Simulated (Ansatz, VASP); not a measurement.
# HfS2 in VASP and in Ansatz

File INCAR:

```
PREC = Accurate
ENCUT = 400
EDIFF = 1E-6
ISMEAR = 0
SIGMA = 0.02
LREAL = False
LASPH = True
NELM = 120
ALGO = Normal
ISIF = 2
LWAVE = False
LCHARG = False
LDIPOL = True
IDIPOL = 3
DIPOL = 0.5 0.5 0.500
GGA = PE
IVDW = 12
NBANDS = 18
GGA_COMPAT = False
NELMDL = -8
```

Contents of KPOINTS:

```
Automatic mesh
0
Gamma
  9 9 1
```

The input POSCAR:

```
HfS2
1.0
    3.6910000000      0.0000000000      0.0000000000
   -1.8455000000      3.1964997654      0.0000000000
    0.0000000000      0.0000000000     31.8247012176
S Hf
2 1
Direct
    0.6666666667      0.3333333333      0.4554591262
    0.3333333333      0.6666666667      0.5445408738
    0.0000000000      0.0000000000      0.5000000000
```

Input for Ansatz:

```yaml
crystal:
  lattice:
    - [3.691, 0.0, 0.0]
    - [-1.8455, 3.1964997654, 0.0]
    - [0.0, 0.0, 31.8247012176]
  atoms:
    - { symbol: S, position: [0.6666666667, 0.3333333333, 0.4554591262] }
    - { symbol: Hf, position: [0.0, 0.0, 0.5] }
    - { symbol: S, position: [0.3333333333, 0.6666666667, 0.5445408738] }
  periodic: [true, true, false]
basis:
  ecutwfc: 420
kpoints:
  mp_grid: { grid: [9, 9, 1] }
hamiltonian:
  xc: pbe
  pseudopotentials: { kind: paw, azcp: { folder: soft_1 } }
  dispersion: d3bj
scf:
  occupations: { method: gaussian, width: 0.02 }
output:
  forces: true
  stress: true
  eigenvalues: true
```

Alike in both runs: task single point; functional PBE; dispersion D3(BJ); k mesh 9 × 9 × 1; occupations gaussian, width 0.02 eV; no spin polarisation.

```csv
,VASP,Ansatz
version,VASP 6.6.1,Ansatz 0.2.0
potentials or method,"VASP PAW PBE potentials, release 64 (S, Hf_pv), cutoff 400 eV","scalar-relativistic, plane waves, PAW"
valence electrons in the cell,22,38
```

```tsv
	VASP	Ansatz	Ansatz less VASP
gap on the k mesh at the Fermi level (eV)	1.49	1.48	-0.012
least direct gap on the mesh (eV)	2.11	2.09	-0.016
rms of the force components (eV/Å)	0.004	0.026	+0.0213
```

VASP's potentials hold 22 valence electrons a cell and Ansatz's 38, so a difference there can come from the potentials and not from the codes.

Neither program's run includes spin-orbit coupling.
